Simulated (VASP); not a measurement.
# MgO (P-4m2) in VASP: further runs

MgO is run at these levels: LDA; tasks: single point.

Program: VASP 6.6.1. These are calculated values, not measurements. Logs are shortened: lines on timing, memory, paths and dates and some standing lists are left out, and cuts for length are marked.

### Step 1. The cell of the first run

Symmetry: P-4m2, No. 115, tetragonal system. Conventional cell: a = 5.523 Å, b = 5.523 Å, c = 5.523 Å, α = 90.00°, β = 90.00°, γ = 90.00°. Mg (site symmetry m) has 4 O at 1.90 to 2.01 Å within 2.5 Å. Within 2.8 Å of Mg (site symmetry -4m2) lie 4 O at 2.06 Å and 2 Mg at 2.76 Å. Mg (site symmetry -4m2) has 4 O at 1.85 Å within 2.5 Å. O (site symmetry m) has 4 Mg at 1.85 to 2.06 Å within 2.5 Å. O (site symmetry -4m2) has 4 Mg at 1.90 Å within 2.5 Å. O (site symmetry -4m2) has 4 Mg at 2.01 Å and 2 O at 2.76 Å within 2.8 Å.

### Step 2. Single point, LDA (atoms displaced along a vibrational mode)

Contents of INCAR:

```
SYSTEM = MgO
PREC = Accurate ; ENCUT = 520
EDIFF = 1E-7 ; ISMEAR = 0
SIGMA = 0.05 ; LREAL = .False.
LASPH = .True. ; NELM = 100
ALGO = Normal ; ISIF = 2
LWAVE = .False. ; LCHARG = .False.
NBANDS = 36
```

Contents of KPOINTS:

```
Automatic mesh
0
Gamma
  4 4 4
  0 0 0
```

Contents of POSCAR:

```
MgO
1.0
    5.5230736673      0.0000000000      0.0000000000
    0.0000000000      5.5230736673      0.0000000000
    0.0000000000      0.0000000000      5.5230736673
Mg O
6 6
Direct
    0.2500000000     -0.0133531156      0.5000000000
    0.0000000000      0.5133531156      0.2500000000
    0.5000000000      0.7500000000      0.0000000000
    0.7500000000     -0.0133531156      0.5000000000
    0.0000000000      0.5133531156      0.7500000000
    0.5000000000      0.2500000000      0.0000000000
    0.2500000000      0.4739275612      0.0000000000
    0.5000000000      0.0260724388      0.2500000000
    0.0000000000      0.7500000000      0.5000000000
    0.7500000000      0.4739275612      0.0000000000
    0.5000000000      0.0260724388      0.7500000000
    0.0000000000      0.2500000000      0.5000000000
```

Potentials or basis: VASP PAW LDA potentials, release 64 (Mg, O).

Started as:

```sh
$ cat potpaw_LDA.64/Mg/POTCAR potpaw_LDA.64/O/POTCAR > POTCAR
$ mpirun -np 1 vasp_std > vasp.out
```

OUTCAR:

```text
SYSTEM = MgO
   PREC = Accurate
   ENCUT = 520
   EDIFF = 1E-7
   ISMEAR = 0
   LREAL = .False.
   LASPH = .True.
   NELM = 100
   ISIF = 2

 ion  position               nearest neighbor table
   1  0.250  0.987  0.500-   9 1.90   8 1.96  11 1.96  12 2.01   4 2.76   4 2.76   5 3.26   2 3.26
                             3 3.35   3 3.35   6 3.41   6 3.41   2 3.50   5 3.50
   2  0.000  0.513  0.250-   9 1.90   7 1.96  10 1.96  12 2.01   5 2.76   5 2.76   1 3.26   4 3.26
                             3 3.35   3 3.35   6 3.41   6 3.41   1 3.50   4 3.50
   3  0.500  0.750  0.000-   7 2.06   8 2.06  10 2.06  11 2.06   6 2.76   6 2.76   2 3.35   5 3.35
                             2 3.35   5 3.35   4 3.35   1 3.35   4 3.35   1 3.35
   4  0.750  0.987  0.500-   9 1.90   8 1.96  11 1.96  12 2.01   1 2.76   1 2.76   5 3.26   2 3.26
                             3 3.35   3 3.35   6 3.41   6 3.41   2 3.50   5 3.50
   5  0.000  0.513  0.750-   9 1.90   7 1.96  10 1.96  12 2.01   2 2.76   2 2.76   4 3.26   1 3.26
                             3 3.35   3 3.35   6 3.41   6 3.41   1 3.50   4 3.50
   6  0.500  0.250  0.000-   7 1.85   8 1.85  10 1.85  11 1.85   3 2.76   3 2.76   1 3.41   4 3.41
                             5 3.41   1 3.41   4 3.41   2 3.41   2 3.41   5 3.41
   7  0.250  0.474  0.000-   6 1.85   5 1.96   2 1.96   3 2.06
   8  0.500  0.026  0.250-   6 1.85   4 1.96   1 1.96   3 2.06
   9  0.000  0.750  0.500-   1 1.90   2 1.90   4 1.90   5 1.90
  10  0.750  0.474  0.000-   6 1.85   5 1.96   2 1.96   3 2.06
  11  0.500  0.026  0.750-   6 1.85   4 1.96   1 1.96   3 2.06
  12  0.000  0.250  0.500-   1 2.01   2 2.01   4 2.01   5 2.01

  LATTYP: Found a simple cubic cell.
 ALAT       =     5.5230736673

  Lattice vectors:

 A1 = (   5.5230736673,   0.0000000000,   0.0000000000)
 A2 = (   0.0000000000,   5.5230736673,   0.0000000000)
 A3 = (   0.0000000000,   0.0000000000,   5.5230736673)

Analysis of symmetry for initial positions (statically):
=====================================================================
 Subroutine PRICEL returns:
 Original cell was already a primitive cell.

 Routine SETGRP: Setting up the symmetry group for a
 simple cubic supercell.

 Subroutine GETGRP returns: Found  8 space group operations
 (whereof  4 operations were pure point group operations)
 out of a pool of 48 trial point group operations.

The static configuration has the point symmetry C_2v.
 The point group associated with its full space group is D_2d.

Analysis of symmetry for dynamics (positions and initial velocities):
=====================================================================
 Subroutine PRICEL returns:
 Original cell was already a primitive cell.

 Routine SETGRP: Setting up the symmetry group for a
 simple cubic supercell.

 Subroutine GETGRP returns: Found  8 space group operations
 (whereof  4 operations were pure point group operations)
 out of a pool of 48 trial point group operations.

The dynamic configuration has the point symmetry C_2v.
 The point group associated with its full space group is D_2d.

 Subroutine INISYM returns: Found  8 space group operations
 (whereof  4 operations are pure point group operations),
 and found     1 'primitive' translations

----------------------------------------------------------------------------------------

                                     Primitive cell

  volume of cell :     168.4777

  direct lattice vectors                    reciprocal lattice vectors
     5.523073667  0.000000000  0.000000000     0.181058603  0.000000000  0.000000000
     0.000000000  5.523073667  0.000000000     0.000000000  0.181058603  0.000000000
     0.000000000  0.000000000  5.523073667     0.000000000  0.000000000  0.181058603

  length of vectors
     5.523073667  5.523073667  5.523073667     0.181058603  0.181058603  0.181058603

  position of ions in fractional coordinates (direct lattice)
     0.250000000  0.986646884  0.500000000
     0.000000000  0.513353116  0.250000000
     0.500000000  0.750000000  0.000000000
     0.750000000  0.986646884  0.500000000
     0.000000000  0.513353116  0.750000000
     0.500000000  0.250000000  0.000000000
     0.250000000  0.473927561  0.000000000
[... 23 lines left out ...]
 KPOINTS: Automatic mesh

Automatic generation of k-mesh.
 Grid dimensions read from file:
 generate k-points for:    4    4    4

 Generating k-lattice:

  Cartesian coordinates                     Fractional coordinates (reciprocal lattice)
     0.045264651  0.000000000  0.000000000     0.250000000  0.000000000  0.000000000
     0.000000000  0.045264651  0.000000000     0.000000000  0.250000000  0.000000000
     0.000000000  0.000000000  0.045264651     0.000000000  0.000000000  0.250000000

  Length of vectors
     0.045264651  0.045264651  0.045264651

  Shift w.r.t. Gamma in fractional coordinates (k-lattice)
     0.000000000  0.000000000  0.000000000

 Subroutine IBZKPT returns following result:
 ===========================================

 Found     18 irreducible k-points:

 Following reciprocal coordinates:
            Coordinates               Weight
  0.000000  0.000000  0.000000      1.000000
  0.250000  0.000000  0.000000      4.000000
  0.000000  0.250000  0.000000      2.000000
  0.500000  0.000000  0.000000      2.000000
  0.000000  0.500000  0.000000      1.000000
  0.250000  0.250000  0.000000      8.000000
[... 10 lines left out ...]
  0.500000  0.250000  0.500000      2.000000
  0.500000  0.500000  0.500000      1.000000
   k-points           NKPTS =     18   k-points in BZ     NKDIM =     18   number of bands    NBANDS=     36
   number of dos      NEDOS =    301   number of ions     NIONS =     12
   total plane-waves  NPLWV =  74088
   dimension x,y,z NGX =    42 NGY =   42 NGZ =   42
   dimension x,y,z NGXF=    84 NGYF=   84 NGZF=   84
   ions per type =               6   6
   NGX,Y,Z   is equivalent  to a cutoff of  12.64, 12.64, 12.64 a.u.
   NGXF,Y,Z  is equivalent  to a cutoff of  25.28, 25.28, 25.28 a.u.
 SYSTEM =  MgO
   PREC   = accura    normal or accurate (medium, high low for compatibility)
   ISTART =      0    job   : 0-new  1-cont  2-samecut
   ICHARG =      2    charge: 1-file 2-atom 10-const
   ISPIN  =      1    spin polarized calculation?
   LNONCOLLINEAR =      F non collinear calculations
   LSORBIT =      F    spin-orbit coupling
   LASPH  =      T    aspherical Exc in radial PAW
   ENCUT  =  520.0 eV  38.22 Ry    6.18 a.u.  10.27 10.27 10.27*2*pi/ulx,y,z
   NELM   =    100;   NELMIN=  2; NELMDL= -5     # of ELM steps
   EDIFF  = 0.1E-06   stopping-criterion for ELM
   LREAL  =      F    real-space projection
   EDIFFG = 0.1E-05   stopping-criterion for IOM
   NSW    =      0    number of steps for IOM
   IBRION =     -1    ionic relax: 0-MD 1-quasi-New 2-CG
   NFREE  =      0    steps in history (QN), initial steepest desc. (CG)
   ISIF   =      2    stress and relaxation
   ISYM   =      2    0-nonsym 1-usesym 2-fastsym
   POTIM  = 0.5000    time-step for ionic-motion
   TEBEG  =    0.0;   TEEND  =   0.0 temperature during run
   PSTRESS=    0.0 pullay stress
   NELECT =      48.0000    total number of electrons
   NUPDOWN=      -1.0000    fix difference up-down
   EMIN   =  10.00;   EMAX   =-10.00  energy-range for DOS
   EFERMI =   0.00;   METHOD = LEGACY
   ISMEAR =     0;   SIGMA  =   0.05  broadening in eV -4-tet -1-fermi 0-gaus
   EFERMI_NEDOS =   21; number of points for ismear=-14 and -15
   IALGO  =     38    algorithm
   IMIX   =      4    mixing-type and parameters
     AMIX     =   0.40;   BMIX     =  1.00
     AMIX_MAG =   1.60;   BMIX_MAG =  1.00
  volume/ion in A,a.u.               =      14.04        94.75
  Fermi-wavevector in a.u.,A,eV,Ry     =   1.077228  2.035666 15.788483  1.160421
  Thomas-Fermi vector in A             =   2.213134
   LORBIT       =      0    0 simple, 1 ext, 2 COOP (PROOUT), +10 PAW based schemes
   GGA     = CA    functional components
   LHFCALC =     F    Hartree Fock is set to
   AEXX    =    0.0000 exact exchange contribution
   IVDW    =     0    specifies the selected vdW correction
   LEPSILON=     F    determine dielectric tensor
   LRPA    =     F    only Hartree local field effects (RPA)
 non-spin polarized calculation
 Gauss-broadening in eV      SIGMA  =   0.05
  energy-cutoff  :      520.00
  volume of cell :      168.48
 maximum number of plane-waves:      4632
 NGX is ok and might be reduce to    42
   NGX = 21   NGY = 21   NGZ = 21

 number of electron      47.9999988 magnetization

 Free energy of the ion-electron system (eV)
  ---------------------------------------------------
  ext. energy  EPLUGINS =         0.00000000
  ---------------------------------------------------
  free energy    TOTEN  =       -76.50896356 eV

  energy without entropy =      -76.50896356  energy(sigma->0) =      -76.50896356

 E-fermi :   0.1085     XC(G=0):  -9.2009

 val. band max:       -0.1082032766   @ k =   0.5000   0.0000   0.5000
 cond. band min:       2.4710882549   @ k =   0.0000   0.0000   0.0000
 fundamental gap:      2.5792915315
 Fermi energy:         0.1084645776

 k-point     1 :       0.0000    0.0000    0.0000
  band No.  band energies     occupation
      1     -16.4108      2.00000
      2     -15.8936      2.00000
      3     -15.6021      2.00000
      4     -15.1292      2.00000
      5     -15.1292      2.00000
      6     -14.6782      2.00000
[... 691 lines left out ...]
     35      11.5317      0.00000
     36      11.6613      0.00000

------------------------ aborting loop because EDIFF is reached ----------------------------------------

  FORCE on cell =-STRESS in cart. coord.  units (eV):
  Direction    XX          YY          ZZ          XY          YZ          ZX
  --------------------------------------------------------------------------------------
  -------------------------------------------------------------------------------------
  Total        0.4121379     -0.6841194      0.4121379      0.0000000      0.0000000      0.0000000
  in kB        3.9193196     -6.5057895      3.9193196      0.0000000      0.0000000      0.0000000
  external PRESSURE =       0.4442832 kB  Pullay stress =       0.0000000 kB

 VOLUME and BASIS-vectors are now :
 -----------------------------------------------------------------------------
  energy-cutoff  :      520.00
  volume of cell :      168.48
      direct lattice vectors                 reciprocal lattice vectors
     5.523073667  0.000000000  0.000000000     0.181058603  0.000000000  0.000000000
     0.000000000  5.523073667  0.000000000     0.000000000  0.181058603  0.000000000
     0.000000000  0.000000000  5.523073667     0.000000000  0.000000000  0.181058603

 POSITION                                       TOTAL-FORCE (eV/Angst)
 -----------------------------------------------------------------------------------
      1.38077      5.44932      2.76154         0.181177      1.764828      0.000000
      0.00000      2.83529      1.38077         0.000000     -1.764828     -0.181177
      2.76154      4.14231      0.00000         0.000000      0.000000      0.000000
      4.14231      5.44932      2.76154        -0.181177      1.764828      0.000000
      0.00000      2.83529      4.14231         0.000000     -1.764828      0.181177
      2.76154      1.38077      0.00000         0.000000      0.000000      0.000000
      1.38077      2.61754      0.00000        -0.502445      2.291143      0.000000
      2.76154      0.14400      1.38077         0.000000     -2.291143      0.502445
      0.00000      4.14231      2.76154         0.000000      0.000000      0.000000
      4.14231      2.61754      0.00000         0.502445      2.291143      0.000000
      2.76154      0.14400      4.14231         0.000000     -2.291143     -0.502445
      0.00000      1.38077      2.76154         0.000000      0.000000      0.000000
 -----------------------------------------------------------------------------------
    total drift:                                0.000000     -0.000000      0.000000

  FREE ENERGIE OF THE ION-ELECTRON SYSTEM (eV)
  ---------------------------------------------------
  free  energy   TOTEN  =       -76.5089635594 eV

  energy  without entropy=      -76.5089635594  energy(sigma->0) =      -76.50896356
```

It took 50 s on 1 thread of Intel Xeon 6975P-C (Granite Rapids), shared host; peak memory 0.25 GiB.

Results:

| Property | Result |
| --- | --- |
| Free energy | -76.5090 eV |
| Pressure | 0.0 GPa |
| Largest force | 2.346 eV/Å |
| Band gap on the k mesh | 2.58 eV (least direct gap 2.60 eV) |

Forces in eV/Å, atoms in the order of the input:
```
Mg   0.181  1.765  0.000
Mg   0.000 -1.765 -0.181
Mg   0.000  0.000  0.000
Mg  -0.181  1.765  0.000
Mg   0.000 -1.765  0.181
Mg   0.000  0.000  0.000
O   -0.502  2.291  0.000
O    0.000 -2.291  0.502
O    0.000  0.000  0.000
O    0.502  2.291  0.000
O    0.000 -2.291 -0.502
O    0.000  0.000  0.000
```

Caveat: the cell differs from its parent crystal (atoms displaced along a vibrational mode); forces of over 1 eV/Å act on the atoms, so gaps and moduli don't describe the material at rest.

### Step 3. Single point, LDA (atoms displaced along a vibrational mode)

Contents of INCAR:

```
PREC     = Accurate       # precision mode
ENCUT    = 520            # plane-wave cutoff, eV
EDIFF    = 1E-6           # SCF threshold, eV
ISMEAR   = 0              # smearing method
SIGMA    = 0.05           # smearing width, eV
LREAL    = False          # projectors in reciprocal space
LASPH    = True           # aspherical terms in the spheres
NELM     = 80             # most SCF steps
ALGO     = Normal         # electronic algorithm
ISIF     = 2              # what is computed and relaxed
LWAVE    = False          # write WAVECAR
LCHARG   = False          # write CHGCAR
NBANDS   = 36             # bands
```

Contents of KPOINTS:

```
Automatic mesh
0
Gamma
  4 4 4
```

Contents of POSCAR:

```
MgO
1.0
    5.5230736673      0.0000000000      0.0000000000
    0.0000000000      5.5230736673      0.0000000000
    0.0000000000      0.0000000000      5.5230736673
Mg O
6 6
Direct
    0.2500000000     -0.0131629779      0.5000000000
    0.0000000000      0.5131629779      0.2500000000
    0.5000000000      0.7500000000      0.0000000000
    0.7500000000     -0.0131629779      0.5000000000
    0.0000000000      0.5131629779      0.7500000000
    0.5000000000      0.2500000000      0.0000000000
    0.2500000000      0.4956566700      0.0000000000
    0.5000000000      0.0043433300      0.2500000000
    0.0000000000      0.7500000000      0.5000000000
    0.7500000000      0.4956566700      0.0000000000
    0.5000000000      0.0043433300      0.7500000000
    0.0000000000      0.2500000000      0.5000000000
```

Potentials or basis: VASP PAW LDA potentials, release 64 (Mg, O).

Started as:

```sh
$ cat potpaw_LDA.64/Mg/POTCAR potpaw_LDA.64/O/POTCAR > POTCAR
$ mpirun -np 1 vasp_std > vasp.out
```

It took 49 s on 1 thread of Intel Xeon 6975P-C (Granite Rapids), shared host; peak memory 0.25 GiB.

It converged, with:

```
Free energy            : -77.2139 eV
Pressure               : -0.6 GPa
Largest force          : 1.261 eV/Å
Band gap on the k mesh : 2.77 eV (least direct gap 2.78 eV)
```

Forces on the atoms (eV/Å):
```
Mg   0.123  1.255  0.000
Mg   0.000 -1.255 -0.123
Mg   0.000  0.000  0.000
Mg  -0.123  1.255  0.000
Mg   0.000 -1.255  0.123
Mg   0.000  0.000  0.000
O   -0.034  0.627  0.000
O    0.000 -0.627  0.034
O    0.000  0.000  0.000
O    0.034  0.627  0.000
O    0.000 -0.627 -0.034
O    0.000  0.000  0.000
```

Stress tensor (GPa, compression positive):
```
-0.48  0.00  0.00
 0.00 -0.69  0.00
 0.00  0.00 -0.48
```

Levels at points of the mesh, in eV from the valence-band top:
```csv
k point,band 22,band 23,band 24,band 25,band 26,band 27
"(0.00, 0.00, 0.00)",-0.05,-0.05,-0.01,2.77,5.72,7.90
"(0.50, 0.00, 0.00)",-0.44,-0.05,-0.01,4.68,4.69,7.52
"(0.00, 0.50, 0.00)",-0.54,-0.05,-0.05,4.51,4.90,7.27
"(0.50, 0.50, 0.00)",-0.60,-0.31,-0.05,5.39,5.61,5.98
"(0.50, 0.00, 0.50)",-0.43,-0.43,0.00,5.64,5.64,5.68
"(0.50, 0.50, 0.50)",-0.93,-0.59,-0.59,6.13,6.13,7.12
```

Caveat: the cell differs from its parent crystal (atoms displaced along a vibrational mode); forces of over 1 eV/Å act on the atoms, so gaps and moduli don't describe the material at rest.

### Step 4. Single point, LDA (atoms displaced along a vibrational mode)

Contents of INCAR:

```
  PREC = Accurate
  ENCUT = 520
  EDIFF = 1E-6
  ISMEAR = 0
  SIGMA = 0.05
  LREAL = F
  LASPH = T
  NELM = 100
  ALGO = Normal
  ISIF = 2
  LWAVE = F
  LCHARG = T
  GGA = CA
  LELF = T
  LVHAR = T
  NBANDS = 36
```

KPOINTS is that of step 3.

Contents of POSCAR:

```
MgO
1.0
    5.5230736673      0.0000000000      0.0000000000
    0.0000000000      5.5230736673      0.0000000000
    0.0000000000      0.0000000000      5.5230736673
Mg O
6 6
Direct
    0.2500000000     -0.0185676034      0.5000000000
    0.0000000000      0.5185676034      0.2500000000
    0.5000000000      0.7500000000      0.0000000000
    0.7500000000     -0.0185676034      0.5000000000
    0.0000000000      0.5185676034      0.7500000000
    0.5000000000      0.2500000000      0.0000000000
    0.2500000000      0.4779846582      0.0000000000
    0.5000000000      0.0220153418      0.2500000000
    0.0000000000      0.7500000000      0.5000000000
    0.7500000000      0.4779846582      0.0000000000
    0.5000000000      0.0220153418      0.7500000000
    0.0000000000      0.2500000000      0.5000000000
```

Started as:

```sh
$ cat potpaw_LDA.64/Mg/POTCAR potpaw_LDA.64/O/POTCAR > POTCAR
$ mpirun -np 1 vasp_std > vasp.out
```

Wall time 49 s (1 thread of Intel Xeon 6975P-C (Granite Rapids), shared host); peak memory 0.25 GiB.

It converged, with:

```
Free energy            : -76.4811 eV
Pressure               : 0.0 GPa
Largest force          : 2.152 eV/Å
Band gap on the k mesh : 2.53 eV (least direct gap 2.56 eV)
```

Forces in eV/Å, atoms in the order of the input:
```
Mg   0.289  2.132  0.000
Mg   0.000 -2.132 -0.289
Mg   0.000  0.000  0.000
Mg  -0.289  2.132  0.000
Mg   0.000 -2.132  0.289
Mg   0.000  0.000  0.000
O   -0.395  2.096  0.000
O    0.000 -2.096  0.395
O    0.000  0.000  0.000
O    0.395  2.096  0.000
O    0.000 -2.096 -0.395
O    0.000  0.000  0.000
```

Stress tensor (GPa, compression positive):
```
 0.36  0.00  0.00
 0.00 -0.74  0.00
 0.00  0.00  0.36
```

Levels at points of the mesh, in eV from the valence-band top:
```tsv
k point	band 21	band 22	band 23	band 24	band 25	band 26	band 27	band 28
(0.00, 0.00, 0.00)	-0.34	-0.07	-0.07	-0.03	2.53	5.45	7.47	7.47
(0.50, 0.00, 0.00)	-0.45	-0.20	-0.09	-0.02	4.33	4.40	7.30	7.32
(0.00, 0.50, 0.00)	-0.34	-0.34	-0.08	-0.08	4.08	4.88	6.91	7.37
(0.50, 0.50, 0.00)	-0.78	-0.43	-0.13	-0.08	4.77	5.22	6.25	6.77
(0.50, 0.00, 0.50)	-0.65	-0.23	-0.23	0.00	5.29	5.29	5.33	6.25
(0.50, 0.50, 0.50)	-0.97	-0.83	-0.36	-0.36	5.62	5.62	6.45	6.54
```

Caveat: the cell differs from its parent crystal (atoms displaced along a vibrational mode); forces of over 1 eV/Å act on the atoms, so gaps and moduli don't describe the material at rest. A k mesh can miss the band edges.

### Step 5. The runs side by side

| cell | gap on the mesh (eV) | pressure (GPa) | largest force (eV/Å) |
| --- | --- | --- | --- |
| as given, atomic positions A | 2.58 | 0.0 | 2.35 |
| as given, atomic positions B | 2.77 | -0.6 | 1.26 |
| as given, atomic positions C | 2.53 | 0.0 | 2.15 |

Alike in all rows: task single point; level LDA; potentials or basis VASP PAW LDA potentials, release 64 (Mg, O); no spin polarisation; k mesh 4 × 4 × 4; cutoff (eV) 520; smearing gaussian 0.05 eV.

Caveats: forces of over 1 eV/Å act on the atoms, so gaps and moduli don't describe the material at rest.

Total energies depend on the potentials used, so only differences within one code and one set of settings carry meaning.
